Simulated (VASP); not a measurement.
# Mn (Fm-3m) in VASP: a series of runs, part 2 of 2

VASP 6.6.1.

## (4) Single point, PBE, collinear spin, ferromagnetic start

Contents of INCAR:

```
SYSTEM = Mn
  ALGO = Normal
  EDIFF = 1E-6
  ENCUT = 520
  GGA = PE
  ISIF = 2
  ISMEAR = -1
  ISPIN = 2
  LASPH = .True.
  LCHARG = .True.
  LELF = .True.
  LMAXMIX = 4
  LORBIT = 11
  LREAL = .False.
  LVHAR = .True.
  LWAVE = .False.
  MAGMOM = 2.7
  NBANDS = 16
  NELM = 150
  NUPDOWN = 2.7
  PREC = Accurate
  SIGMA = 0.05
```

Contents of KPOINTS:

```
k-points
0
Gamma
  13 13 13
  0 0 0
```

Contents of POSCAR:

```
Mn
1.0
    0.0000000000      1.7450000000      1.7450000000
    1.7450000000      0.0000000000      1.7450000000
    1.7450000000      1.7450000000      0.0000000000
Mn
1
Direct
    0.0000000000      0.0000000000      0.0000000000
```

Potentials or basis: VASP PAW PBE potentials, release 64 (Mn_pv).

Started as:

```sh
> cat potpaw_PBE.64/Mn_pv/POTCAR > POTCAR
> mpirun -np 1 vasp_std > vasp.out
```

OUTCAR:

```text
SYSTEM = Mn
   EDIFF = 1E-6
   ENCUT = 520
   GGA = PE
   ISIF = 2
   ISMEAR = -1
   ISPIN = 2
   LASPH = .True.
   LORBIT = 11
   LREAL = .False.
   NELM = 150
   NUPDOWN = 2.7
   PREC = Accurate

 ion  position               nearest neighbor table
   1  0.000  0.000  0.000-

  LATTYP: Found a face centered cubic cell.
 ALAT       =     3.4900000000

  Lattice vectors:

 A1 = (   0.0000000000,   1.7450000000,   1.7450000000)
 A2 = (   1.7450000000,   0.0000000000,   1.7450000000)
 A3 = (   1.7450000000,   1.7450000000,   0.0000000000)

Analysis of symmetry for initial positions (statically):
=====================================================================
 Subroutine PRICEL returns:
 Original cell was already a primitive cell.

 Routine SETGRP: Setting up the symmetry group for a
 face centered cubic supercell.

 Subroutine GETGRP returns: Found 48 space group operations
 (whereof 48 operations were pure point group operations)
 out of a pool of 48 trial point group operations.

The static configuration has the point symmetry O_h .

Analysis of symmetry for dynamics (positions and initial velocities):
=====================================================================
 Subroutine PRICEL returns:
 Original cell was already a primitive cell.

 Routine SETGRP: Setting up the symmetry group for a
 face centered cubic supercell.

 Subroutine GETGRP returns: Found 48 space group operations
 (whereof 48 operations were pure point group operations)
 out of a pool of 48 trial point group operations.

The dynamic configuration has the point symmetry O_h .

Analysis of structural, dynamic, and magnetic symmetry:
=====================================================================
 Subroutine PRICEL returns:
 Original cell was already a primitive cell.

 Routine SETGRP: Setting up the symmetry group for a
 face centered cubic supercell.

 Subroutine GETGRP returns: Found 48 space group operations
 (whereof 48 operations were pure point group operations)
 out of a pool of 48 trial point group operations.

The overall configuration has the point symmetry O_h .

 Subroutine INISYM returns: Found 48 space group operations
 (whereof 48 operations are pure point group operations),
 and found     1 'primitive' translations

----------------------------------------------------------------------------------------

                                     Primitive cell

  volume of cell :      10.6271

  direct lattice vectors                    reciprocal lattice vectors
     0.000000000  1.745000000  1.745000000    -0.286532951  0.286532951  0.286532951
     1.745000000  0.000000000  1.745000000     0.286532951 -0.286532951  0.286532951
     1.745000000  1.745000000  0.000000000     0.286532951  0.286532951 -0.286532951

  length of vectors
     2.467802666  2.467802666  2.467802666     0.496289630  0.496289630  0.496289630

  position of ions in fractional coordinates (direct lattice)
     0.000000000  0.000000000  0.000000000

  ion indices of the primitive-cell ions
   primitive index   ion index
                 1           1

----------------------------------------------------------------------------------------

 KPOINTS: k-points

[... 52 lines left out ...]
   dimension x,y,z NGX =    18 NGY =   18 NGZ =   18
   dimension x,y,z NGXF=    36 NGYF=   36 NGZF=   36
   ions per type =               1
   NGX,Y,Z   is equivalent  to a cutoff of  12.13, 12.13, 12.13 a.u.
   NGXF,Y,Z  is equivalent  to a cutoff of  24.25, 24.25, 24.25 a.u.
 SYSTEM =  Mn
   PREC   = accura    normal or accurate (medium, high low for compatibility)
   ISTART =      0    job   : 0-new  1-cont  2-samecut
   ICHARG =      2    charge: 1-file 2-atom 10-const
   ISPIN  =      2    spin polarized calculation?
   LNONCOLLINEAR =      F non collinear calculations
   LSORBIT =      F    spin-orbit coupling
   LASPH  =      T    aspherical Exc in radial PAW
   ENCUT  =  520.0 eV  38.22 Ry    6.18 a.u.   4.59  4.59  4.59*2*pi/ulx,y,z
   NELM   =    150;   NELMIN=  2; NELMDL= -5     # of ELM steps
   EDIFF  = 0.1E-05   stopping-criterion for ELM
   LREAL  =      F    real-space projection
   EDIFFG = 0.1E-04   stopping-criterion for IOM
   NSW    =      0    number of steps for IOM
   IBRION =     -1    ionic relax: 0-MD 1-quasi-New 2-CG
   NFREE  =      0    steps in history (QN), initial steepest desc. (CG)
   ISIF   =      2    stress and relaxation
   ISYM   =      2    0-nonsym 1-usesym 2-fastsym
   POTIM  = 0.5000    time-step for ionic-motion
   TEBEG  =    0.0;   TEEND  =   0.0 temperature during run
   PSTRESS=    0.0 pullay stress
   NELECT =      13.0000    total number of electrons
   NUPDOWN=       2.7000    fix difference up-down
   EMIN   =  10.00;   EMAX   =-10.00  energy-range for DOS
   EFERMI =   0.00;   METHOD = LEGACY
   ISMEAR =    -1;   SIGMA  =   0.05  broadening in eV -4-tet -1-fermi 0-gaus
   EFERMI_NEDOS =   21; number of points for ismear=-14 and -15
   IALGO  =     38    algorithm
   IMIX   =      4    mixing-type and parameters
     AMIX     =   0.40;   BMIX     =  1.00
     AMIX_MAG =   1.60;   BMIX_MAG =  1.00
  volume/ion in A,a.u.               =      10.63        71.72
  Fermi-wavevector in a.u.,A,eV,Ry     =   1.750856  3.308639 41.708632  3.065498
  Thomas-Fermi vector in A             =   2.821494
   LORBIT       =     11    0 simple, 1 ext, 2 COOP (PROOUT), +10 PAW based schemes
   GGA     = PE    functional components
   LHFCALC =     F    Hartree Fock is set to
   AEXX    =    0.0000 exact exchange contribution
   IVDW    =     0    specifies the selected vdW correction
   LEPSILON=     F    determine dielectric tensor
   LRPA    =     F    only Hartree local field effects (RPA)
 spin polarized calculation
  energy-cutoff  :      520.00
  volume of cell :       10.63
 maximum number of plane-waves:       298
   NGX =  9   NGY =  9   NGZ =  9

 number of electron      13.0000004 magnetization       2.6999999

 Free energy of the ion-electron system (eV)
  ---------------------------------------------------
  ext. energy  EPLUGINS =         0.00000000
  ---------------------------------------------------
  free energy    TOTEN  =        -8.20405989 eV

  energy without entropy =       -8.18913802  energy(sigma->0) =       -8.19659895

 E-fermi :  10.5478     XC(G=0): -13.9983

 val. band max:       11.6810213223   @ k =  -0.4615   0.1538   0.0769
 cond. band min:      10.5777128138   @ k =   0.4615   0.3077   0.1538
 fundamental gap:     -1.1033085085
 Fermi energy:        11.6939621712

 spin component 1

 k-point     1 :       0.0000    0.0000    0.0000
  band No.  band energies     occupation
      1     -37.5695      1.00000
      2     -37.5695      1.00000
      3     -37.5695      1.00000
      4       1.9476      1.00000
      5       8.9469      1.00000
      6       8.9469      1.00000
[... 435 lines left out ...]
      5       7.9961      1.00000
      6       8.9259      1.00000
[... 8 lines left out ...]
     15      43.3416      0.00000
     16      43.6878      0.00000

 [... further k-points ...]

 spin component 2

 k-point     1 :       0.0000    0.0000    0.0000
  band No.  band energies     occupation
      1     -34.7964      1.00000
      2     -34.7964      1.00000
      3     -34.7964      1.00000
      4       2.7657      1.00000
      5      11.1890      0.00000
      6      11.1890      0.00000
[... 435 lines left out ...]
      5       9.8664      1.00000
      6      10.9135      0.00067
[... 8 lines left out ...]
     15      44.7403      0.00000
     16      45.1686      0.00000

 [... further k-points ...]

------------------------ aborting loop because EDIFF is reached ----------------------------------------

  FORCE on cell =-STRESS in cart. coord.  units (eV):
  Direction    XX          YY          ZZ          XY          YZ          ZX
  --------------------------------------------------------------------------------------
  -------------------------------------------------------------------------------------
  Total        3.4254202      3.4254202      3.4254202     -0.0000000      0.0000000     -0.0000000
  in kB      516.4260547    516.4260547    516.4260547     -0.0000000      0.0000000     -0.0000000
  external PRESSURE =     516.4260547 kB  Pullay stress =       0.0000000 kB

 VOLUME and BASIS-vectors are now :
 -----------------------------------------------------------------------------
  energy-cutoff  :      520.00
  volume of cell :       10.63
      direct lattice vectors                 reciprocal lattice vectors
     0.000000000  1.745000000  1.745000000    -0.286532951  0.286532951  0.286532951
     1.745000000  0.000000000  1.745000000     0.286532951 -0.286532951  0.286532951
     1.745000000  1.745000000  0.000000000     0.286532951  0.286532951 -0.286532951

 POSITION                                       TOTAL-FORCE (eV/Angst)
 -----------------------------------------------------------------------------------
      0.00000      0.00000      0.00000         0.000000      0.000000      0.000000
 -----------------------------------------------------------------------------------
    total drift:                                0.000000     -0.000000     -0.000000

  FREE ENERGIE OF THE ION-ELECTRON SYSTEM (eV)
  ---------------------------------------------------
  free  energy   TOTEN  =        -8.2040598911 eV

  energy  without entropy=       -8.1891380181  energy(sigma->0) =       -8.19659895

 total charge

# of ion       s       p       d       tot
------------------------------------------
    1        0.438   6.403   5.189  12.030

 magnetization (x)

# of ion       s       p       d       tot
------------------------------------------
    1        0.002   0.053   2.553   2.608
```

OSZICAR:

```text
N       E                     dE             d eps       ncg     rms          rms(c)
DAV:   1     0.842741236587E+02    0.84274E+02   -0.68883E+03  5448   0.106E+03
DAV:   2    -0.726923738661E+01   -0.91543E+02   -0.86239E+02  5952   0.273E+02
DAV:   3    -0.906934521491E+01   -0.18001E+01   -0.17965E+01  6264   0.410E+01
DAV:   4    -0.907500578579E+01   -0.56606E-02   -0.56603E-02  6664   0.225E+00
DAV:   5    -0.907503723041E+01   -0.31445E-04   -0.31444E-04  6104   0.150E-01    0.133E+01
DAV:   6    -0.819058561754E+01    0.88445E+00   -0.14993E+00  6656   0.233E+01    0.393E+00
DAV:   7    -0.820422125823E+01   -0.13636E-01   -0.72081E-02  6040   0.338E+00    0.300E+00
DAV:   8    -0.820831813686E+01   -0.40969E-02   -0.54965E-03  6200   0.910E-01    0.152E+00
DAV:   9    -0.820386099827E+01    0.44571E-02   -0.14124E-03  6664   0.450E-01    0.155E-01
DAV:  10    -0.820405207150E+01   -0.19107E-03   -0.35969E-04  5720   0.191E-01    0.487E-02
DAV:  11    -0.820405998957E+01   -0.79181E-05   -0.81018E-06  5984   0.292E-02    0.191E-02
DAV:  12    -0.820405989113E+01    0.98441E-07   -0.13203E-06  5408   0.114E-02
   1 F= -.82040599E+01 E0= -.81965990E+01  d E =-.149219E-01  mag=     2.7000
```

Wall time 24 s (1 thread of Intel Xeon 6975P-C, shared host); peak memory 0.14 GiB.

What came out:

```
Free energy                                           : -8.2041 eV
Pressure                                              : 51.6 GPa
Net moment                                            : 2.70 μB per cell
Site moments                                          : Mn +2.61 μB
Valence electrons inside the program's atomic spheres : Mn 12.03
```

Caveat: the total moment is fixed, so each spin has its own Fermi level.

## (5) Single point, PBE, collinear spin, ferromagnetic start

Contents of INCAR:

```
SYSTEM = Mn
  PREC = Accurate
  ENCUT = 520
  EDIFF = 1E-6
  ISMEAR = -1
  SIGMA = 0.05
  LREAL = .FALSE.
  LASPH = .TRUE.
  NELM = 150
  ALGO = Normal
  ISIF = 2
  LWAVE = .FALSE.
  LCHARG = .FALSE.
  ISPIN = 2
  MAGMOM = 0.34
  LORBIT = 11
  NUPDOWN = 0.34
  LMAXMIX = 4
  GGA = PE
  NBANDS = 16
```

Contents of KPOINTS:

```
Automatic mesh
0
G
  13 13 13
  0 0 0
```

POSCAR is that of step 4.

Potentials or basis: VASP PAW PBE potentials, release 64 (Mn_pv).

Started as:

```sh
> cat potpaw_PBE.64/Mn_pv/POTCAR > POTCAR
> mpirun -np 1 vasp_std > vasp.out
```

OUTCAR:

```text
SYSTEM = Mn
   PREC = Accurate
   ENCUT = 520
   EDIFF = 1E-6
   ISMEAR = -1
   LREAL = .FALSE.
   LASPH = .TRUE.
   NELM = 150
   ISIF = 2
   ISPIN = 2
   LORBIT = 11
   NUPDOWN = 0.34
   GGA = PE

 ion  position               nearest neighbor table
   1  0.000  0.000  0.000-

  LATTYP: Found a face centered cubic cell.
 ALAT       =     3.4900000000

  Lattice vectors:

 A1 = (   0.0000000000,   1.7450000000,   1.7450000000)
 A2 = (   1.7450000000,   0.0000000000,   1.7450000000)
[... 1119 lines left out ...]
  -------------------------------------------------------------------------------------
  Total        0.2576535      0.2576535      0.2576535     -0.0000000     -0.0000000     -0.0000000
  in kB       38.8445743     38.8445743     38.8445743     -0.0000000     -0.0000000     -0.0000000
  external PRESSURE =      38.8445743 kB  Pullay stress =       0.0000000 kB

 VOLUME and BASIS-vectors are now :
 -----------------------------------------------------------------------------
  energy-cutoff  :      520.00
  volume of cell :       10.63
      direct lattice vectors                 reciprocal lattice vectors
     0.000000000  1.745000000  1.745000000    -0.286532951  0.286532951  0.286532951
     1.745000000  0.000000000  1.745000000     0.286532951 -0.286532951  0.286532951
     1.745000000  1.745000000  0.000000000     0.286532951  0.286532951 -0.286532951

 POSITION                                       TOTAL-FORCE (eV/Angst)
 -----------------------------------------------------------------------------------
      0.00000      0.00000      0.00000         0.000000     -0.000000      0.000000
 -----------------------------------------------------------------------------------
    total drift:                                0.000000     -0.000000      0.000000

  FREE ENERGIE OF THE ION-ELECTRON SYSTEM (eV)
  ---------------------------------------------------
  free  energy   TOTEN  =        -8.9117800111 eV

  energy  without entropy=       -8.8991859210  energy(sigma->0) =       -8.90548297

 total charge

# of ion       s       p       d       tot
------------------------------------------
    1        0.432   6.413   5.161  12.005

 magnetization (x)

# of ion       s       p       d       tot
------------------------------------------
    1        0.001   0.005   0.325   0.330
```

OSZICAR:

```text
N       E                     dE             d eps       ncg     rms          rms(c)
DAV:   1     0.812994919841E+02    0.81299E+02   -0.69179E+03  5456   0.106E+03
DAV:   2    -0.875221304063E+01   -0.90052E+02   -0.85228E+02  5928   0.272E+02
DAV:   3    -0.105630606141E+02   -0.18108E+01   -0.18074E+01  6312   0.411E+01
DAV:   4    -0.105687779118E+02   -0.57173E-02   -0.57170E-02  6616   0.227E+00
DAV:   5    -0.105688097147E+02   -0.31803E-04   -0.31802E-04  6136   0.153E-01    0.133E+01
DAV:   6    -0.896968391599E+01    0.15991E+01   -0.23667E+00  6544   0.321E+01    0.193E+00
DAV:   7    -0.892337873024E+01    0.46305E-01   -0.10661E-01  5736   0.530E+00    0.891E-01
DAV:   8    -0.891322573973E+01    0.10153E-01   -0.26480E-03  6144   0.569E-01    0.597E-01
DAV:   9    -0.891178123575E+01    0.14445E-02   -0.54230E-04  6496   0.278E-01    0.868E-02
DAV:  10    -0.891178561403E+01   -0.43783E-05   -0.55375E-05  5776   0.108E-01    0.228E-02
DAV:  11    -0.891178332259E+01    0.22914E-05   -0.25856E-06  6552   0.160E-02    0.128E-02
DAV:  12    -0.891178053357E+01    0.27890E-05   -0.34477E-07  5088   0.665E-03    0.229E-03
DAV:  13    -0.891178001111E+01    0.52246E-06   -0.11735E-07  2920   0.340E-03
   1 F= -.89117800E+01 E0= -.89054830E+01  d E =-.125941E-01  mag=     0.3400
```

It took 26 s on 1 thread of Intel Xeon 6975P-C, shared host; peak memory 0.14 GiB.

Results:

```yaml
Free_energy: -8.9118 eV
Pressure: 3.9 GPa
Net_moment: 0.34 μB per cell
Site_moments: Mn +0.33 μB
Valence_electrons_inside_the_program's_atomic_spheres: Mn 12.01
```

Caveat: the total moment is fixed, so each spin has its own Fermi level.

## (6) Single point, PBE, collinear spin, ferromagnetic start

Contents of INCAR:

```
SYSTEM = Mn
PREC = Accurate
ENCUT = 520
EDIFF = 1E-6
ISMEAR = -1
SIGMA = 0.05
LREAL = .False.
LASPH = .True.
NELM = 150
ALGO = Normal
ISIF = 2
LWAVE = .False.
LCHARG = .False.
ISPIN = 2
MAGMOM = 1.01
LORBIT = 11
NUPDOWN = 1.01
LMAXMIX = 4
GGA = PE
NBANDS = 16
```

Contents of KPOINTS:

```
Automatic mesh
0
Gamma
  13 13 13
  0 0 0
```

POSCAR is that of step 5.

Potentials or basis: VASP PAW PBE potentials, release 64 (Mn_pv).

Started as:

```sh
> cat potpaw_PBE.64/Mn_pv/POTCAR > POTCAR
> mpirun -np 1 vasp_std > vasp.out
```

Run time: 26 s. Hardware: 1 thread of Intel Xeon 6975P-C, shared host; peak memory 0.14 GiB.

Results (log left out):

| Quantity | Value |
| --- | --- |
| Free energy | -8.8336 eV |
| Pressure | 10.6 GPa |
| Net moment | 1.01 μB per cell |
| Site moments | Mn +0.98 μB |
| Valence electrons inside the program's atomic spheres | Mn 12.01 |

Caveat: the total moment is fixed, so each spin has its own Fermi level.

## (7) Summary

```tsv
fixed moment (μB)	pressure (GPa)	moment (μB)
1.35	16.5	1.35
2.02	31.5	2.02
2.7	51.6	2.70
0.34	3.9	0.34
1.01	10.6	1.01
```

Alike in all rows: task single point; level PBE; potentials or basis VASP PAW PBE potentials, release 64 (Mn_pv); spin collinear, ferromagnetic start; cell as given; k mesh 13 × 13 × 13; cutoff (eV) 520; smearing fermi-dirac 0.05 eV.

Caveats: the total moment is fixed, so each spin has its own Fermi level.

Absolute energies hang on the potentials; compare differences alone.
